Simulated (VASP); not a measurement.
Here is a VASP 6.6.1 calculation.

File POSCAR:

```
CoSn3
1.0
    4.7484511703      0.0000000000      0.0000000000
    0.0000000000      4.7484511703      0.0000000000
    0.0000000000      0.0000000000      4.7484511703
Sn Co
3 1
Direct
    0.0000000000      0.5000000000      0.5000000000
    0.5000000000      0.0000000000      0.5000000000
    0.5000000000      0.5000000000      0.0000000000
    0.0000000000      0.0000000000      0.0000000000
```

File INCAR.step1:

```
ALGO = Normal ; EDIFF = 1E-4
ENCUT = 520 ; GGA = PE
ISMEAR = 0 ; LASPH = T
LCHARG = F ; LREAL = F
LWAVE = T ; NBANDS = 34
NELM = 100 ; PREC = Accurate
SIGMA = 0.1
```

INCAR.step2

```
ALGO = Normal ; EDIFF = 1E-6
ENCUT = 520 ; ISIF = 2
ISMEAR = 0 ; ISTART = 1
LASPH = T ; LCHARG = F
LMIXTAU = T ; LREAL = F
LWAVE = F ; METAGGA = R2SCAN
NBANDS = 34 ; NELM = 100
PREC = Accurate ; SIGMA = 0.1
```

File KPOINTS:

```
k-points
0
Gamma
  10 10 10
```

Potentials or basis: VASP PAW PBE potentials, release 64 (Sn_d, Co).

Command:

```console
$ cat potpaw_PBE.64/Sn_d/POTCAR potpaw_PBE.64/Co/POTCAR > POTCAR
$ cp INCAR.step1 INCAR
$ mpirun -np 1 vasp_std > vasp.out
$ cp INCAR.step2 INCAR
$ mpirun -np 1 vasp_std > vasp.out
```

Task: Predict the pressure.

Result: -9.7 GPa.

Caveat: the PAW data sets were made with another functional, which shifts forces and pressure a little; spin-orbit coupling is left out, which moves the levels of the heavy elements. Spin polarisation is off, so any magnetic state and its effect on volume and gap are missing.
